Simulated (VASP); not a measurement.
# Y (P6_3/mmc) in VASP: a series of runs

The runs below take Y through single point, with PBEsol.

All numbers are computed with VASP 6.6.1; they aren't measurements. Logs are shortened: lines on timing, memory, paths and dates and some standing lists are left out, and cuts for length are marked.

### 1 The cell of the first run

Symmetry: P6_3/mmc, No. 194, hexagonal system. Conventional cell: a = 3.560 Å, b = 3.560 Å, c = 5.604 Å, α = 90.00°, β = 90.00°, γ = 120.00°. Within 4.6 Å of Y (site symmetry -6m2) lie 12 Y at 3.47 to 3.56 Å.

### 2 Single point, PBEsol (strain -0.025 along x and y, -0.025 along z)

Contents of INCAR:

```
SYSTEM = Y
PREC = Accurate
ENCUT = 520
EDIFF = 1E-7
ISMEAR = 0
SIGMA = 0.15
LREAL = .FALSE.
LASPH = .TRUE.
NELM = 60
ALGO = Fast
ISIF = 2
LWAVE = .FALSE.
LCHARG = .FALSE.
GGA = PS
NBANDS = 18
```

Contents of KPOINTS:

```
regular mesh
0
G
  18 18 8
  0 0 0
```

Contents of POSCAR:

```
Y
1.0
    3.5602117562      0.0000000000      0.0000000000
   -1.7801058781      3.0832338237      0.0000000000
    0.0000000000      0.0000000000      5.6037150000
Y
2
Direct
    0.3333333333      0.6666666667      0.2500000000
    0.6666666667      0.3333333333      0.7500000000
```

Potentials or basis: VASP PAW PBE potentials, release 64 (Y_sv).

On the command line:

```sh
> cat potpaw_PBE.64/Y_sv/POTCAR > POTCAR
> mpirun -np 1 vasp_std > vasp.out
```

OUTCAR:

```text
SYSTEM = Y
   PREC = Accurate
   ENCUT = 520
   EDIFF = 1E-7
   ISMEAR = 0
   LREAL = .FALSE.
   LASPH = .TRUE.
   NELM = 60
   ISIF = 2
   GGA = PS

 ion  position               nearest neighbor table
   1  0.333  0.667  0.250-   2 3.47   2 3.47   2 3.47   2 3.47   2 3.47   2 3.47
   2  0.667  0.333  0.750-   1 3.47   1 3.47   1 3.47   1 3.47   1 3.47   1 3.47

  LATTYP: Found a hexagonal cell.
 ALAT       =     3.5602117562
 C/A-ratio  =     1.5739836234

  Lattice vectors:

 A1 = (   3.5602117562,   0.0000000000,   0.0000000000)
 A2 = (  -1.7801058781,   3.0832338237,   0.0000000000)
 A3 = (   0.0000000000,   0.0000000000,   5.6037150000)

Analysis of symmetry for initial positions (statically):
=====================================================================
 Subroutine PRICEL returns:
 Original cell was already a primitive cell.

 Routine SETGRP: Setting up the symmetry group for a
 hexagonal supercell.

 Subroutine GETGRP returns: Found 24 space group operations
 (whereof 12 operations were pure point group operations)
 out of a pool of 24 trial point group operations.

The static configuration has the point symmetry D_3d.
 The point group associated with its full space group is D_6h.

Analysis of symmetry for dynamics (positions and initial velocities):
=====================================================================
 Subroutine PRICEL returns:
 Original cell was already a primitive cell.

 Routine SETGRP: Setting up the symmetry group for a
 hexagonal supercell.

 Subroutine GETGRP returns: Found 24 space group operations
 (whereof 12 operations were pure point group operations)
 out of a pool of 24 trial point group operations.

The dynamic configuration has the point symmetry D_3d.
 The point group associated with its full space group is D_6h.

 Subroutine INISYM returns: Found 24 space group operations
 (whereof 12 operations are pure point group operations),
 and found     1 'primitive' translations

----------------------------------------------------------------------------------------

                                     Primitive cell

  volume of cell :      61.5118

  direct lattice vectors                    reciprocal lattice vectors
     3.560211756  0.000000000  0.000000000     0.280882169  0.162167396  0.000000000
    -1.780105878  3.083233824  0.000000000     0.000000000  0.324334792  0.000000000
     0.000000000  0.000000000  5.603715000     0.000000000  0.000000000  0.178453044

  length of vectors
     3.560211756  3.560211756  5.603715000     0.324334792  0.324334792  0.178453044

  position of ions in fractional coordinates (direct lattice)
     0.333333333  0.666666667  0.250000000
     0.666666667  0.333333333  0.750000000

  ion indices of the primitive-cell ions
   primitive index   ion index
                 1           1
                 2           2

----------------------------------------------------------------------------------------

 KPOINTS: regular mesh

Automatic generation of k-mesh.
 Grid dimensions read from file:
 generate k-points for:   18   18    8

 Generating k-lattice:

  Cartesian coordinates                     Fractional coordinates (reciprocal lattice)
     0.015604565  0.009009300  0.000000000     0.055555556 -0.000000000  0.000000000
     0.000000000  0.018018600  0.000000000     0.000000000  0.055555556  0.000000000
     0.000000000  0.000000000  0.022306631     0.000000000  0.000000000  0.125000000

  Length of vectors
     0.018018600  0.018018600  0.022306631

  Shift w.r.t. Gamma in fractional coordinates (k-lattice)
     0.000000000  0.000000000  0.000000000

 Subroutine IBZKPT returns following result:
 ===========================================

 Found    185 irreducible k-points:

 Following reciprocal coordinates:
            Coordinates               Weight
  0.000000  0.000000  0.000000      1.000000
  0.055556  0.000000  0.000000      6.000000
  0.111111  0.000000  0.000000      6.000000
  0.166667  0.000000  0.000000      6.000000
  0.222222  0.000000  0.000000      6.000000
  0.277778  0.000000  0.000000      6.000000
[... 16 lines left out ...]
  0.333333  0.111111  0.000000     12.000000
  0.388889  0.111111  0.000000     12.000000
 [... further k-points ...]
   k-points           NKPTS =    185   k-points in BZ     NKDIM =    185   number of bands    NBANDS=     18
   number of dos      NEDOS =    301   number of ions     NIONS =      2
   total plane-waves  NPLWV =  32928
   dimension x,y,z NGX =    28 NGY =   28 NGZ =   42
   dimension x,y,z NGXF=    56 NGYF=   56 NGZF=   84
   ions per type =               2
   NGX,Y,Z   is equivalent  to a cutoff of  13.07, 13.07, 12.46 a.u.
   NGXF,Y,Z  is equivalent  to a cutoff of  26.15, 26.15, 24.92 a.u.
 SYSTEM =  Y
   PREC   = accura    normal or accurate (medium, high low for compatibility)
   ISTART =      0    job   : 0-new  1-cont  2-samecut
   ICHARG =      2    charge: 1-file 2-atom 10-const
   ISPIN  =      1    spin polarized calculation?
   LNONCOLLINEAR =      F non collinear calculations
   LSORBIT =      F    spin-orbit coupling
   LASPH  =      T    aspherical Exc in radial PAW
   ENCUT  =  520.0 eV  38.22 Ry    6.18 a.u.   6.62  6.62 10.42*2*pi/ulx,y,z
   NELM   =     60;   NELMIN=  2; NELMDL= -5     # of ELM steps
   EDIFF  = 0.1E-06   stopping-criterion for ELM
   LREAL  =      F    real-space projection
   EDIFFG = 0.1E-05   stopping-criterion for IOM
   NSW    =      0    number of steps for IOM
   IBRION =     -1    ionic relax: 0-MD 1-quasi-New 2-CG
   NFREE  =      0    steps in history (QN), initial steepest desc. (CG)
   ISIF   =      2    stress and relaxation
   ISYM   =      2    0-nonsym 1-usesym 2-fastsym
   POTIM  = 0.5000    time-step for ionic-motion
   TEBEG  =    0.0;   TEEND  =   0.0 temperature during run
   PSTRESS=    0.0 pullay stress
   NELECT =      22.0000    total number of electrons
   NUPDOWN=      -1.0000    fix difference up-down
   EMIN   =  10.00;   EMAX   =-10.00  energy-range for DOS
   EFERMI =   0.00;   METHOD = LEGACY
   ISMEAR =     0;   SIGMA  =   0.15  broadening in eV -4-tet -1-fermi 0-gaus
   EFERMI_NEDOS =   21; number of points for ismear=-14 and -15
   IALGO  =     68    algorithm
   IMIX   =      4    mixing-type and parameters
     AMIX     =   0.40;   BMIX     =  1.00
     AMIX_MAG =   1.60;   BMIX_MAG =  1.00
  volume/ion in A,a.u.               =      30.76       207.55
  Fermi-wavevector in a.u.,A,eV,Ry     =   1.162063  2.195980 18.373172  1.350390
  Thomas-Fermi vector in A             =   2.298628
   LORBIT       =      0    0 simple, 1 ext, 2 COOP (PROOUT), +10 PAW based schemes
   GGA     = PS    functional components
   LHFCALC =     F    Hartree Fock is set to
   AEXX    =    0.0000 exact exchange contribution
   IVDW    =     0    specifies the selected vdW correction
   LEPSILON=     F    determine dielectric tensor
   LRPA    =     F    only Hartree local field effects (RPA)
 non-spin polarized calculation
 RMM-DIIS sequential band-by-band and
 Gauss-broadening in eV      SIGMA  =   0.15
  energy-cutoff  :      520.00
  volume of cell :       61.51
 maximum number of plane-waves:      1701
 NGX is ok and might be reduce to    28
   NGX = 13   NGY = 13   NGZ = 21

 number of electron      22.0000000 magnetization

 Free energy of the ion-electron system (eV)
  ---------------------------------------------------
  ext. energy  EPLUGINS =         0.00000000
  ---------------------------------------------------
  free energy    TOTEN  =       -13.65774327 eV

  energy without entropy =      -13.61566606  energy(sigma->0) =      -13.63670466

 E-fermi :   3.2099     XC(G=0):  -9.7935

 val. band max:        3.2096973141   @ k =   0.2778   0.1111   0.0000
 cond. band min:       3.2099636630   @ k =   0.4444   0.0556   0.0000
 fundamental gap:      0.0002663489
 Fermi energy:         3.2099040022

 k-point     1 :       0.0000    0.0000    0.0000
  band No.  band energies     occupation
      1     -39.2288      2.00000
      2     -39.1316      2.00000
      3     -19.6135      2.00000
      4     -19.0157      2.00000
      5     -19.0157      2.00000
      6     -18.9070      2.00000
[... 10 lines left out ...]
     17       6.1480      0.00000
     18       6.1480      0.00000

 k-point     2 :       0.0556    0.0000    0.0000
  band No.  band energies     occupation
      1     -39.2267      2.00000
      2     -39.1308      2.00000
      3     -19.6066      2.00000
      4     -19.0301      2.00000
      5     -19.0206      2.00000
      6     -18.9223      2.00000
[... 10 lines left out ...]
     17       6.0431      0.00000
     18       6.0762      0.00000

 k-point     3 :       0.1111    0.0000    0.0000
  band No.  band energies     occupation
      1     -39.2206      2.00000
      2     -39.1286      2.00000
      3     -19.5863      2.00000
      4     -19.0718      2.00000
      5     -19.0344      2.00000
      6     -18.9658      2.00000
[... 10 lines left out ...]
     17       5.8916      0.00000
     18       5.9102      0.00000

 k-point     4 :       0.1667    0.0000    0.0000
  band No.  band energies     occupation
      1     -39.2111      2.00000
      2     -39.1254      2.00000
      3     -19.5539      2.00000
      4     -19.1357      2.00000
      5     -19.0551      2.00000
      6     -19.0308      2.00000
[... 375 lines left out ...]
      4     -19.3679      2.00000
      5     -19.2794      2.00000
      6     -19.1370      2.00000
[... 10 lines left out ...]
     17       7.4463      0.00000
     18       8.0897      0.00000

 k-point    23 :       0.3333    0.1111    0.0000
  band No.  band energies     occupation
      1     -39.1569      2.00000
      2     -39.1155      2.00000
      3     -19.4276      2.00000
      4     -19.3413      2.00000
      5     -19.3183      2.00000
      6     -19.1671      2.00000
[... 10 lines left out ...]
     17       7.9981      0.00000
     18       8.7263      0.00000

 k-point    24 :       0.3889    0.1111    0.0000
  band No.  band energies     occupation
      1     -39.1483      2.00000
      2     -39.1163      2.00000
      3     -19.4663      2.00000
      4     -19.3435      2.00000
      5     -19.2998      2.00000
      6     -19.1864      2.00000
[... 10 lines left out ...]
     17       8.4078      0.00000
     18       8.9244      0.00000

 [... further k-points ...]

------------------------ aborting loop because EDIFF is reached ----------------------------------------

  FORCE on cell =-STRESS in cart. coord.  units (eV):
  Direction    XX          YY          ZZ          XY          YZ          ZX
  --------------------------------------------------------------------------------------
  -------------------------------------------------------------------------------------
  Total        0.3329595      0.3329595      0.0661138      0.0000000      0.0000000      0.0000000
  in kB        8.6724865      8.6724865      1.7220434      0.0000000      0.0000000      0.0000000
  external PRESSURE =       6.3556721 kB  Pullay stress =       0.0000000 kB

 VOLUME and BASIS-vectors are now :
 -----------------------------------------------------------------------------
  energy-cutoff  :      520.00
  volume of cell :       61.51
      direct lattice vectors                 reciprocal lattice vectors
     3.560211756  0.000000000  0.000000000     0.280882169  0.162167396  0.000000000
    -1.780105878  3.083233824  0.000000000     0.000000000  0.324334792  0.000000000
     0.000000000  0.000000000  5.603715000     0.000000000  0.000000000  0.178453044

 POSITION                                       TOTAL-FORCE (eV/Angst)
 -----------------------------------------------------------------------------------
     -0.00000      2.05549      1.40093        -0.000000      0.000000      0.000000
      1.78011      1.02774      4.20279         0.000000      0.000000      0.000000
 -----------------------------------------------------------------------------------
    total drift:                               -0.000000      0.000000     -0.000000

  FREE ENERGIE OF THE ION-ELECTRON SYSTEM (eV)
  ---------------------------------------------------
  free  energy   TOTEN  =       -13.6577432658 eV

  energy  without entropy=      -13.6156660612  energy(sigma->0) =      -13.63670466
```

Wall time 7.2 min (1 thread of Oxide Virtual Turin-like, shared host); peak memory 0.3 GiB.

Results:

```
Free energy            : -13.6577 eV
Pressure               : 0.6 GPa
Band gap on the k mesh : zero (bands 11 and 12 overlap by 1.53 eV)
```

Caveat: the cell differs from its parent crystal (strain -0.025 along x and y, -0.025 along z); the PAW data sets were made with another functional, which shifts forces and pressure a little.

### 3 Single point, PBEsol (strain -0.050 along x and y, +0.050 along z)

Contents of INCAR:

```
ALGO     = Fast           # electronic algorithm
EDIFF    = 1E-6           # SCF threshold, eV
ENCUT    = 520            # plane-wave cutoff, eV
GGA      = PS             # functional
ISIF     = 2              # what is computed and relaxed
ISMEAR   = 0              # smearing method
LASPH    = T              # aspherical terms in the spheres
LCHARG   = T              # write CHGCAR
LELF     = T              # ELF
LREAL    = F              # projectors in reciprocal space
LVHAR    = T            
LWAVE    = F              # write WAVECAR
NBANDS   = 18             # bands
NELM     = 60             # most SCF steps
PREC     = Accurate       # precision mode
SIGMA    = 0.15           # smearing width, eV
```

Contents of KPOINTS:

```
k-points
0
Gamma
  18 18 8
```

Contents of POSCAR:

```
Y
1.0
    3.4689242752      0.0000000000      0.0000000000
   -1.7344621376      3.0041765462      0.0000000000
    0.0000000000      0.0000000000      6.0347700000
Y
2
Direct
    0.3333333333      0.6666666667      0.2500000000
    0.6666666667      0.3333333333      0.7500000000
```

Potentials or basis: VASP PAW PBE potentials, release 64 (Y_sv).

On the command line:

```sh
> cat potpaw_PBE.64/Y_sv/POTCAR > POTCAR
> mpirun -np 1 vasp_std > vasp.out
```

Wall time 8 min (1 thread of Oxide Virtual Turin-like, shared host); peak memory 0.31 GiB.

It converged, with:

| Item | Value |
| --- | --- |
| Free energy | -13.5731 eV |
| Pressure | -0.3 GPa |
| Band gap on the k mesh | zero (bands 11 and 12 overlap by 0.85 eV) |

Stress tensor (GPa, compression positive):
```
 1.54  0.00  0.00
 0.00  1.54  0.00
 0.00  0.00 -4.13
```

Levels at points of the mesh, in eV from the Fermi level:
```tsv
k point	band 9	band 10	band 11	band 12	band 13	band 14
(0.00, 0.00, 0.00)	-4.79	-2.15	0.39	1.33	1.90	1.90
(0.50, 0.00, 0.00)	-1.65	-1.31	-1.03	0.27	1.03	1.70
(0.00, 0.00, 0.50)	-3.51	-3.51	0.53	0.53	1.94	1.94
(0.50, 0.00, 0.50)	-1.76	-1.76	-0.17	-0.17	1.54	1.54
```

Caveat: the cell differs from its parent crystal (strain -0.050 along x and y, +0.050 along z); the stress differs along the axes, from -4 to 2 GPa; the PAW data sets were made with another functional, which shifts forces and pressure a little.

### 4 Single point, PBEsol (strain +0.000 along x and y, -0.050 along z)

Contents of INCAR:

```
PREC = Accurate
ENCUT = 520
EDIFF = 1E-6
ISMEAR = 0
SIGMA = 0.15
LREAL = False
LASPH = True
NELM = 80
ALGO = Fast
ISIF = 2
LWAVE = False
LCHARG = False
GGA = PS
NBANDS = 18
```

Contents of KPOINTS:

```
Automatic mesh
0
Gamma
  18 18 8
```

Contents of POSCAR:

```
Y
1.0
    3.6514992371      0.0000000000      0.0000000000
   -1.8257496185      3.1622911012      0.0000000000
    0.0000000000      0.0000000000      5.4600300000
Y
2
Direct
    0.3333333333      0.6666666667      0.2500000000
    0.6666666667      0.3333333333      0.7500000000
```

On the command line:

```sh
> cat potpaw_PBE.64/Y_sv/POTCAR > POTCAR
> mpirun -np 1 vasp_std > vasp.out
```

It took 6.5 min on 1 thread of Oxide Virtual Turin-like, shared host; peak memory 0.3 GiB.

Results (log left out):

```
Free energy            : -13.6484 eV
Pressure               : -0.4 GPa
Band gap on the k mesh : zero (bands 11 and 12 overlap by 1.91 eV)
```

Stress tensor (GPa, compression positive):
```
-1.13  0.00  0.00
 0.00 -1.13  0.00
 0.00  0.00  1.20
```

Levels at points of the mesh, in eV from the Fermi level:
| k point | band 7 | band 8 | band 9 | band 10 | band 11 | band 12 | band 13 | band 14 | band 15 | band 16 |
| --- | --- | --- | --- | --- | --- | --- | --- | --- | --- | --- |
| (0.00, 0.00, 0.00) | -22.19 | -22.12 | -4.74 | -1.85 | 1.39 | 1.71 | 1.71 | 2.44 | 2.44 | 2.45 |
| (0.50, 0.00, 0.00) | -22.33 | -22.24 | -1.72 | -1.26 | -0.78 | -0.14 | 1.28 | 1.69 | 2.38 | 5.01 |
| (0.00, 0.00, 0.50) | -22.26 | -22.26 | -3.14 | -3.14 | 1.18 | 1.18 | 1.55 | 1.55 | 1.55 | 1.55 |
| (0.50, 0.00, 0.50) | -22.29 | -22.29 | -1.69 | -1.69 | 0.17 | 0.17 | 1.52 | 1.52 | 2.71 | 2.71 |

Caveat: the cell differs from its parent crystal (strain +0.000 along x and y, -0.050 along z); the PAW data sets were made with another functional, which shifts forces and pressure a little.

### 5 Single point, PBEsol (strain -0.025 along x and y, +0.000 along z)

Contents of INCAR:

```
  ALGO = Fast
  EDIFF = 1E-6
  ENCUT = 520
  GGA = PS
  ISIF = 2
  ISMEAR = 0
  LASPH = T
  LCHARG = F
  LREAL = F
  LWAVE = F
  NBANDS = 18
  NELM = 80
  PREC = Accurate
  SIGMA = 0.15
```

Contents of KPOINTS:

```
k-points
0
Gamma
  18 18 8
```

Contents of POSCAR:

```
Y
1.0
    3.5602117562      0.0000000000      0.0000000000
   -1.7801058781      3.0832338237      0.0000000000
    0.0000000000      0.0000000000      5.7474000000
Y
2
Direct
    0.3333333333      0.6666666667      0.2500000000
    0.6666666667      0.3333333333      0.7500000000
```

On the command line:

```sh
> cat potpaw_PBE.64/Y_sv/POTCAR > POTCAR
> mpirun -np 1 vasp_std > vasp.out
```

Wall time 6.9 min (1 thread of Oxide Virtual Turin-like, shared host); peak memory 0.31 GiB.

It converged, with:

- Free energy: -13.6493 eV
- Pressure: -0.5 GPa
- Band gap on the k mesh: zero (bands 11 and 12 overlap by 1.24 eV)

Stress tensor (GPa, compression positive):
```
 0.24  0.00  0.00
 0.00  0.24  0.00
 0.00  0.00 -1.85
```

Levels at points of the mesh, in eV from the Fermi level:
```csv
k point,band 9,band 10,band 11,band 12,band 13,band 14
"(0.00, 0.00, 0.00)",-4.78,-1.99,0.83,1.81,1.81,1.87
"(0.50, 0.00, 0.00)",-1.69,-1.27,-0.93,0.04,1.33,1.62
"(0.00, 0.00, 0.50)",-3.35,-3.35,0.84,0.84,1.77,1.77
"(0.50, 0.00, 0.50)",-1.74,-1.74,-0.01,-0.01,1.49,1.49
```

Caveat: the cell differs from its parent crystal (strain -0.025 along x and y, +0.000 along z); the PAW data sets were made with another functional, which shifts forces and pressure a little.

### 6 Summary

| cell | further INCAR settings | gap on the mesh (eV) | pressure (GPa) |
| --- | --- | --- | --- |
| a = 3.560, b = 3.560, c = 5.604 Å, angles 90.0, 90.0, 120.0°, 2 atoms | ALGO = Fast; EDIFF = 1e-07; NBANDS = 18 | none | 0.6 |
| a = 3.469, b = 3.469, c = 6.035 Å, angles 90.0, 90.0, 120.0°, 2 atoms | ALGO = Fast; EDIFF = 1e-06; NBANDS = 18 | none | -0.3 |
| a = 3.651, b = 3.651, c = 5.460 Å, angles 90.0, 90.0, 120.0°, 2 atoms | ALGO = Fast; EDIFF = 1e-06; NBANDS = 18 | none | -0.4 |
| a = 3.560, b = 3.560, c = 5.747 Å, angles 90.0, 90.0, 120.0°, 2 atoms | ALGO = Fast; EDIFF = 1e-06; NBANDS = 18 | none | -0.5 |

Alike in all rows: task single point; level PBEsol; potentials or basis VASP PAW PBE potentials, release 64 (Y_sv); no spin polarisation; k mesh 18 × 18 × 8; cutoff (eV) 520; smearing gaussian 0.15 eV.

Caveats: the PAW data sets were made with another functional, which shifts forces and pressure a little; the stress differs along the axes, from -4 to 2 GPa (at least some runs).

Absolute energies hang on the potentials; compare differences alone.
